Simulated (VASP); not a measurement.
# HfSiO4 (Hafnon) (I4_1/amd) in VASP: settings compared

The runs below take HfSiO4 (Hafnon) through single point, with revPBE+D3(BJ), revPBE+D4, PBE.

All numbers are computed with VASP 6.6.1; they aren't measurements. Logs are shortened: lines on timing, memory, paths and dates and some standing lists are left out, and cuts for length are marked.

## Step 1: The cell of the first run

It takes space group I4_1/amd (No. 141, tetragonal). Conventional cell: a = 6.606 Å, b = 6.606 Å, c = 6.005 Å, α = 90.00°, β = 90.00°, γ = 90.00°. Hf (site symmetry -4m2) has 8 O at 2.12 to 2.28 Å within 2.8 Å. Within 2.2 Å of Si (site symmetry -4m2) lie 4 O at 1.63 Å. O (site symmetry m) has 1 Si at 1.63 Å and 1 Hf at 2.12 Å within 2.2 Å.

## Step 2: Single point, revPBE+D3(BJ)

Contents of INCAR:

```
SYSTEM = HfSiO4
PREC     = Accurate       ! precision mode
ENCUT    = 520            ! plane-wave cutoff, eV
EDIFF    = 1E-6           ! SCF threshold, eV
ISMEAR   = -1             ! smearing method
SIGMA    = 0.05           ! smearing width, eV
LREAL    = .FALSE.        ! projectors in reciprocal space
LASPH    = .TRUE.         ! aspherical terms in the spheres
NELM     = 80             ! most SCF steps
ALGO     = Normal         ! electronic algorithm
ISIF     = 2              ! what is computed and relaxed
LWAVE    = .FALSE.        ! write WAVECAR
LCHARG   = .TRUE.         ! write CHGCAR
GGA      = RE             ! functional
IVDW     = 12             ! dispersion correction
LELF     = .TRUE.         ! ELF
LVHAR    = .TRUE.       
NBANDS   = 50             ! bands
```

Contents of KPOINTS:

```
regular mesh
0
G
  6 6 6
  0 0 0
```

Contents of POSCAR:

```
HfSiO4
1.0
   -3.3030775515      3.3030775515      3.0024473753
    3.3030775515     -3.3030775515      3.0024473753
    3.3030775515      3.3030775515     -3.0024473753
Hf Si O
2 2 8
Direct
    0.0000000000      0.0000000000      0.0000000000
    0.7500000000      0.2500000000      0.5000000000
    0.5000000000      0.5000000000      0.0000000000
    0.2500000000      0.7500000000      0.5000000000
    0.6803095907      0.4951617618      0.8148521710
    0.2451617618      0.9303095907      0.3148521710
    0.6803095907      0.8654574197      0.1851478290
    0.6154574197      0.9303095907      0.6851478290
    0.0696904093      0.3845425803      0.3148521710
    0.5048382382      0.3196904093      0.1851478290
    0.0696904093      0.7548382382      0.6851478290
    0.1345425803      0.3196904093      0.8148521710
```

Potentials or basis: VASP PAW PBE potentials, release 64 (Hf_pv, Si, O).

Launch:

```
$ cat potpaw_PBE.64/Hf_pv/POTCAR potpaw_PBE.64/Si/POTCAR potpaw_PBE.64/O/POTCAR > POTCAR
$ mpirun -np 1 vasp_std > vasp.out
```

OUTCAR:

```text
SYSTEM = HfSiO4
   PREC = Accurate
   ENCUT = 520
   EDIFF = 1E-6
   ISMEAR = -1
   LREAL = .FALSE.
   LASPH = .TRUE.
   NELM = 80
   ISIF = 2
   GGA = RE
   IVDW = 12
 IVDW          = 12

 ion  position               nearest neighbor table
   1  0.000  0.000  0.000-   8 2.12   9 2.12   6 2.12  11 2.12  10 2.28   5 2.28  12 2.28   7 2.28
                             3 3.00   3 3.00   2 3.63   2 3.63   2 3.63   2 3.63
   2  0.750  0.250  0.500-   7 2.12  12 2.12  10 2.12   5 2.12  11 2.28   6 2.28   9 2.28   8 2.28
                             4 3.00   4 3.00   1 3.63   1 3.63   1 3.63   1 3.63
   3  0.500  0.500  0.000-   5 1.63  10 1.63   7 1.63  12 1.63   1 3.00   1 3.00
   4  0.250  0.750  0.500-   6 1.63  11 1.63   9 1.63   8 1.63   2 3.00   2 3.00
   5  0.680  0.495  0.815-   3 1.63   2 2.12   1 2.28
   6  0.245  0.930  0.315-   4 1.63   1 2.12   2 2.28
   7  0.680  0.865  0.185-   3 1.63   2 2.12   1 2.28
   8  0.615  0.930  0.685-   4 1.63   1 2.12   2 2.28
   9  0.070  0.385  0.315-   4 1.63   1 2.12   2 2.28
  10  0.505  0.320  0.185-   3 1.63   2 2.12   1 2.28
  11  0.070  0.755  0.685-   4 1.63   1 2.12   2 2.28
  12  0.135  0.320  0.815-   3 1.63   2 2.12   1 2.28

  LATTYP: Found a body centered tetragonal cell.
 ALAT       =     6.6061551030
 C/A-ratio  =     0.9089848266

  Lattice vectors:

 A1 = (  -3.3030775515,   3.3030775515,   3.0024473753)
 A2 = (   3.3030775515,  -3.3030775515,   3.0024473753)
 A3 = (   3.3030775515,   3.3030775515,  -3.0024473753)

Analysis of symmetry for initial positions (statically):
=====================================================================
 Subroutine PRICEL returns:
 Original cell was already a primitive cell.

 Routine SETGRP: Setting up the symmetry group for a
 body centered tetragonal supercell.

 Subroutine GETGRP returns: Found 16 space group operations
 (whereof  8 operations were pure point group operations)
 out of a pool of 16 trial point group operations.

The static configuration has the point symmetry D_2d.
 The point group associated with its full space group is D_4h.

Analysis of symmetry for dynamics (positions and initial velocities):
=====================================================================
 Subroutine PRICEL returns:
 Original cell was already a primitive cell.

 Routine SETGRP: Setting up the symmetry group for a
 body centered tetragonal supercell.

 Subroutine GETGRP returns: Found 16 space group operations
 (whereof  8 operations were pure point group operations)
 out of a pool of 16 trial point group operations.

The dynamic configuration has the point symmetry D_2d.
 The point group associated with its full space group is D_4h.

 Subroutine INISYM returns: Found 16 space group operations
 (whereof  8 operations are pure point group operations),
 and found     1 'primitive' translations

----------------------------------------------------------------------------------------

                                     Primitive cell

  volume of cell :     131.0307

  direct lattice vectors                    reciprocal lattice vectors
    -3.303077551  3.303077551  3.002447375     0.000000000  0.151373981  0.166530812
     3.303077551 -3.303077551  3.002447375     0.151373981  0.000000000  0.166530812
     3.303077551  3.303077551 -3.002447375     0.151373981  0.151373981  0.000000000

  length of vectors
     5.552957128  5.552957128  5.552957128     0.225047981  0.225047981  0.214075138

  position of ions in fractional coordinates (direct lattice)
     0.000000000  0.000000000  0.000000000
     0.750000000  0.250000000  0.500000000
     0.500000000  0.500000000  0.000000000
     0.250000000  0.750000000  0.500000000
     0.680309591  0.495161762  0.814852171
     0.245161762  0.930309591  0.314852171
     0.680309591  0.865457420  0.185147829
     0.615457420  0.930309591  0.685147829
     0.069690409  0.384542580  0.314852171
     0.504838238  0.319690409  0.185147829
     0.069690409  0.754838238  0.685147829
     0.134542580  0.319690409  0.814852171

  ion indices of the primitive-cell ions
   primitive index   ion index
                 1           1
                 2           2
                 3           3
                 4           4
                 5           5
                 6           6
                 7           7
                 8           8
                 9           9
                10          10
                11          11
                12          12

----------------------------------------------------------------------------------------

 KPOINTS: regular mesh

Automatic generation of k-mesh.
 Grid dimensions read from file:
 generate k-points for:    6    6    6

 Generating k-lattice:

  Cartesian coordinates                     Fractional coordinates (reciprocal lattice)
     0.000000000  0.025228997  0.027755135     0.166666667  0.000000000  0.000000000
     0.025228997  0.000000000  0.027755135     0.000000000  0.166666667  0.000000000
     0.025228997  0.025228997  0.000000000     0.000000000  0.000000000  0.166666667

  Length of vectors
     0.037507997  0.037507997  0.035679190

  Shift w.r.t. Gamma in fractional coordinates (k-lattice)
     0.000000000  0.000000000  0.000000000

 Subroutine IBZKPT returns following result:
 ===========================================

 Found     30 irreducible k-points:

 Following reciprocal coordinates:
            Coordinates               Weight
  0.000000  0.000000  0.000000      1.000000
  0.166667  0.000000 -0.000000      8.000000
  0.333333  0.000000 -0.000000      8.000000
  0.500000 -0.000000  0.000000      4.000000
  0.166667  0.166667 -0.000000      8.000000
  0.333333  0.166667 -0.000000     16.000000
[... 16 lines left out ...]
 -0.333333 -0.333333  0.166667      8.000000
 -0.166667 -0.333333  0.166667      8.000000
 [... further k-points ...]
   k-points           NKPTS =     30   k-points in BZ     NKDIM =     30   number of bands    NBANDS=     50
   number of dos      NEDOS =    301   number of ions     NIONS =     12
   total plane-waves  NPLWV =  74088
   dimension x,y,z NGX =    42 NGY =   42 NGZ =   42
   dimension x,y,z NGXF=    84 NGYF=   84 NGZF=   84
   ions per type =               2   2   8
   NGX,Y,Z   is equivalent  to a cutoff of  12.57, 12.57, 12.57 a.u.
   NGXF,Y,Z  is equivalent  to a cutoff of  25.15, 25.15, 25.15 a.u.
 SYSTEM =  HfSiO4
   PREC   = accura    normal or accurate (medium, high low for compatibility)
   ISTART =      0    job   : 0-new  1-cont  2-samecut
   ICHARG =      2    charge: 1-file 2-atom 10-const
   ISPIN  =      1    spin polarized calculation?
   LNONCOLLINEAR =      F non collinear calculations
   LSORBIT =      F    spin-orbit coupling
   LASPH  =      T    aspherical Exc in radial PAW
   ENCUT  =  520.0 eV  38.22 Ry    6.18 a.u.  10.32 10.32 10.32*2*pi/ulx,y,z
   NELM   =     80;   NELMIN=  2; NELMDL= -5     # of ELM steps
   EDIFF  = 0.1E-05   stopping-criterion for ELM
   LREAL  =      F    real-space projection
   EDIFFG = 0.1E-04   stopping-criterion for IOM
   NSW    =      0    number of steps for IOM
   IBRION =     -1    ionic relax: 0-MD 1-quasi-New 2-CG
   NFREE  =      0    steps in history (QN), initial steepest desc. (CG)
   ISIF   =      2    stress and relaxation
   ISYM   =      2    0-nonsym 1-usesym 2-fastsym
   POTIM  = 0.5000    time-step for ionic-motion
   TEBEG  =    0.0;   TEEND  =   0.0 temperature during run
   PSTRESS=    0.0 pullay stress
   NELECT =      76.0000    total number of electrons
   NUPDOWN=      -1.0000    fix difference up-down
   EMIN   =  10.00;   EMAX   =-10.00  energy-range for DOS
   EFERMI =   0.00;   METHOD = LEGACY
   ISMEAR =    -1;   SIGMA  =   0.05  broadening in eV -4-tet -1-fermi 0-gaus
   EFERMI_NEDOS =   21; number of points for ismear=-14 and -15
   IALGO  =     38    algorithm
   IMIX   =      4    mixing-type and parameters
     AMIX     =   0.40;   BMIX     =  1.00
     AMIX_MAG =   1.60;   BMIX_MAG =  1.00
  volume/ion in A,a.u.               =      10.92        73.69
  Fermi-wavevector in a.u.,A,eV,Ry     =   1.365280  2.580005 25.361115  1.863989
  Thomas-Fermi vector in A             =   2.491522
   LORBIT       =      0    0 simple, 1 ext, 2 COOP (PROOUT), +10 PAW based schemes
   GGA     = RE    functional components
   LHFCALC =     F    Hartree Fock is set to
   AEXX    =    0.0000 exact exchange contribution
   IVDW    =    12    specifies the selected vdW correction
   LEPSILON=     F    determine dielectric tensor
   LRPA    =     F    only Hartree local field effects (RPA)
 non-spin polarized calculation
  energy-cutoff  :      520.00
  volume of cell :      131.03
 maximum number of plane-waves:      3572
 NGX is ok and might be reduce to    42
   NGX = 21   NGY = 21   NGZ = 21

 number of electron      76.0000010 magnetization

 Free energy of the ion-electron system (eV)
  ---------------------------------------------------
  ext. energy  EPLUGINS =         0.00000000
  ---------------------------------------------------
  free energy    TOTEN  =      -104.49263898 eV

  energy without entropy =     -104.49263898  energy(sigma->0) =     -104.49263898

 E-fermi :   4.3300     XC(G=0): -10.8332

 val. band max:        3.2810818593   @ k =   0.0000   0.0000   0.0000
 cond. band min:       8.6711933679   @ k =   0.3333   0.3333   0.1667
 fundamental gap:      5.3901115086
 Fermi energy:         4.3300059585

 k-point     1 :       0.0000    0.0000    0.0000
  band No.  band energies     occupation
      1     -26.1756      2.00000
      2     -26.1756      2.00000
      3     -26.1076      2.00000
      4     -26.0966      2.00000
      5     -26.0121      2.00000
      6     -26.0121      2.00000
[... 42 lines left out ...]
     49      12.4382      0.00000
     50      13.0294      0.00000

 k-point     2 :       0.1667    0.0000   -0.0000
  band No.  band energies     occupation
      1     -26.1770      2.00000
      2     -26.1744      2.00000
      3     -26.1058      2.00000
      4     -26.0982      2.00000
      5     -26.0156      2.00000
      6     -26.0108      2.00000
[... 42 lines left out ...]
     49      12.3425      0.00000
     50      12.9747      0.00000

 k-point     3 :       0.3333    0.0000   -0.0000
  band No.  band energies     occupation
      1     -26.1799      2.00000
      2     -26.1683      2.00000
      3     -26.1275      2.00000
      4     -26.0755      2.00000
      5     -26.0272      2.00000
      6     -26.0083      2.00000
[... 42 lines left out ...]
     49      12.2108      0.00000
     50      12.8961      0.00000

 k-point     4 :       0.5000   -0.0000    0.0000
  band No.  band energies     occupation
      1     -26.1813      2.00000
      2     -26.1574      2.00000
      3     -26.1463      2.00000
      4     -26.0525      2.00000
      5     -26.0444      2.00000
      6     -26.0071      2.00000
[... 999 lines left out ...]
 k-point    23 :      -0.3333   -0.3333    0.1667
  band No.  band energies     occupation
      1     -26.1863      2.00000
      2     -26.1765      2.00000
      3     -26.1078      2.00000
      4     -26.0984      2.00000
      5     -26.0131      2.00000
      6     -26.0056      2.00000
[... 42 lines left out ...]
     49      12.5906      0.00000
     50      12.9158      0.00000

 k-point    24 :      -0.1667   -0.3333    0.1667
  band No.  band energies     occupation
      1     -26.1814      2.00000
      2     -26.1794      2.00000
      3     -26.1098      2.00000
      4     -26.0985      2.00000
      5     -26.0114      2.00000
      6     -26.0069      2.00000
[... 42 lines left out ...]
     49      11.9889      0.00000
     50      12.9639      0.00000

 [... further k-points ...]

------------------------ aborting loop because EDIFF is reached ----------------------------------------

 Edisp (eV)   -4.76194

 E8    (eV) :    -3.1591

  FORCE on cell =-STRESS in cart. coord.  units (eV):
  Direction    XX          YY          ZZ          XY          YZ          ZX
  --------------------------------------------------------------------------------------
  -------------------------------------------------------------------------------------
  Total      -1.61178    -1.61178    -1.42053     0.00000     0.00000     0.00000
  in kB     -19.70800   -19.70800   -17.36957     0.00000     0.00000     0.00000
  external pressure =      -18.93 kB  Pullay stress =        0.00 kB

 VOLUME and BASIS-vectors are now :
 -----------------------------------------------------------------------------
  energy-cutoff  :      520.00
  volume of cell :      131.03
      direct lattice vectors                 reciprocal lattice vectors
    -3.303077551  3.303077551  3.002447375     0.000000000  0.151373981  0.166530812
     3.303077551 -3.303077551  3.002447375     0.151373981  0.000000000  0.166530812
     3.303077551  3.303077551 -3.002447375     0.151373981  0.151373981  0.000000000

 POSITION                                       TOTAL-FORCE (eV/Angst)
 -----------------------------------------------------------------------------------
      0.00000      0.00000      0.00000         0.000000     -0.000000      0.000000
     -0.00000      3.30308      1.50122         0.000000     -0.000000      0.000000
      0.00000      0.00000      3.00245         0.000000     -0.000000      0.000000
      3.30308     -0.00000      1.50122         0.000000     -0.000000      0.000000
      2.07996      3.30308      1.08274        -0.109867     -0.000000      0.112459
      3.30308     -1.22312      2.58396         0.000000     -0.109867      0.112459
      1.22312      0.00000      4.08519         0.109867     -0.000000      0.112459
      3.30308      1.22312      2.58396         0.000000      0.109867      0.112459
      2.07996      0.00000      0.41848        -0.109867     -0.000000     -0.112459
      0.00000      1.22312      1.91971         0.000000      0.109867     -0.112459
      4.52619      0.00000      0.41848         0.109867     -0.000000     -0.112459
      3.30308      2.07996     -1.08274         0.000000     -0.109867     -0.112459
 -----------------------------------------------------------------------------------
    total drift:                               -0.000000     -0.000000      0.000000

  FREE ENERGIE OF THE ION-ELECTRON SYSTEM (eV)
  ---------------------------------------------------
  free  energy   TOTEN  =      -109.2545776387 eV

  energy  without entropy=     -109.2545776387  energy(sigma->0) =     -109.25457764
```

Run time: 2.2 min. Hardware: 1 thread of Intel Xeon 6975P-C (Granite Rapids), shared host; peak memory 0.36 GiB.

What came out:

| Quantity | Value |
| --- | --- |
| Free energy | -109.2546 eV |
| Pressure | -1.9 GPa |
| Largest force | 0.157 eV/Å |
| Band gap on the k mesh | 5.39 eV, indirect (least direct gap 5.74 eV) |
| Dispersion energy per atom | -0.397 eV |

Forces in eV/Å, atoms in the order of the input:
```
Hf   0.000  0.000  0.000
Hf   0.000  0.000  0.000
Si   0.000  0.000  0.000
Si   0.000  0.000  0.000
O   -0.110  0.000  0.112
O    0.000 -0.110  0.112
O    0.110  0.000  0.112
O    0.000  0.110  0.112
O   -0.110  0.000 -0.112
O    0.000  0.110 -0.112
O    0.110  0.000 -0.112
O    0.000 -0.110 -0.112
```

Levels at points of the mesh, in eV from the valence-band top:
```csv
k point,band 36,band 37,band 38,band 39,band 40,band 41
"(0.00, 0.00, 0.00)",-0.59,-0.55,0.00,5.75,6.03,6.15
"(0.50, 0.00, 0.00)",-0.81,-0.26,-0.20,5.64,5.78,6.48
"(0.50, 0.50, 0.00)",-0.91,-0.59,-0.59,5.40,5.40,6.45
"(0.50, 0.50, 0.50)",-1.09,-0.88,-0.88,6.21,6.21,6.52
```

Caveat: the PAW data sets were made with another functional, which shifts forces and pressure a little; spin-orbit coupling is left out, which moves the levels of the heavy elements. A k mesh can miss the band edges.

## Step 3: Single point, revPBE+D4

This run uses another cell than the first one, of 10.88 Å³/atom, 0.997 times its volume.

Contents of INCAR:

```
PREC = Accurate ; ENCUT = 520
EDIFF = 1E-6 ; ISMEAR = -1
SIGMA = 0.05 ; LREAL = False
LASPH = True ; NELM = 100
ALGO = Normal ; ISIF = 2
LWAVE = False ; LCHARG = False
GGA = RE ; IVDW = 13
NBANDS = 50
```

Contents of KPOINTS:

```
Automatic mesh
0
Gamma
  6 6 6
```

Contents of POSCAR:

```
HfSiO4
1.0
   -3.2975226712      3.2975226712      3.0025017506
    3.2975226712     -3.2975226712      3.0025017506
    3.2975226712      3.2975226712     -3.0025017506
Hf Si O
2 2 8
Direct
    0.0000000000      0.0000000000      0.0000000000
    0.7500000000      0.2500000000      0.5000000000
    0.5000000000      0.5000000000      0.0000000000
    0.2500000000      0.7500000000      0.5000000000
    0.6802025247      0.4948087393      0.8146062146
    0.2448087393      0.9302025247      0.3146062146
    0.6802025247      0.8655963101      0.1853937854
    0.6155963101      0.9302025247      0.6853937854
    0.0697974753      0.3844036899      0.3146062146
    0.5051912607      0.3197974753      0.1853937854
    0.0697974753      0.7551912607      0.6853937854
    0.1344036899      0.3197974753      0.8146062146
```

Potentials or basis: VASP PAW PBE potentials, release 64 (Hf_pv, Si, O).

Launch:

```
$ cat potpaw_PBE.64/Hf_pv/POTCAR potpaw_PBE.64/Si/POTCAR potpaw_PBE.64/O/POTCAR > POTCAR
$ mpirun -np 1 vasp_std > vasp.out
```

Wall time 3.7 min (1 thread of AMD EPYC 7R13 (Zen 3), shared host); peak memory 0.32 GiB.

The run converged. Its results:

```yaml
Free_energy: -109.1524 eV
Pressure: -1.9 GPa
Largest_force: 0.158 eV/Å
Band_gap_on_the_k_mesh: 5.41 eV, indirect (least direct gap 5.77 eV)
Dispersion_energy_per_atom: -0.389 eV
```

Forces on the atoms (eV/Å):
```
Hf   0.000  0.000  0.000
Hf   0.000  0.000  0.000
Si   0.000  0.000  0.000
Si   0.000  0.000  0.000
O   -0.111  0.000  0.112
O    0.000 -0.111  0.112
O    0.111  0.000  0.112
O    0.000  0.111  0.112
O   -0.111  0.000 -0.112
O    0.000  0.111 -0.112
O    0.111  0.000 -0.112
O    0.000 -0.111 -0.112
```

Stress tensor (GPa, compression positive):
```
-1.99  0.00  0.00
 0.00 -1.99  0.00
 0.00  0.00 -1.74
```

Levels at points of the mesh, in eV from the valence-band top:
```csv
k point,band 35,band 36,band 37,band 38,band 39,band 40,band 41,band 42
"(0.00, 0.00, 0.00)",-0.59,-0.59,-0.55,0.00,5.78,6.06,6.17,6.17
"(0.50, 0.00, 0.00)",-0.92,-0.82,-0.27,-0.19,5.67,5.81,6.49,6.67
"(0.50, 0.50, 0.00)",-0.91,-0.91,-0.59,-0.59,5.42,5.42,6.46,6.46
"(0.50, 0.50, 0.50)",-1.10,-1.10,-0.88,-0.88,6.24,6.24,6.55,6.55
```

Caveat: the PAW data sets were made with another functional, which shifts forces and pressure a little; spin-orbit coupling is left out, which moves the levels of the heavy elements.

(Part 1 of 2 ends here.)
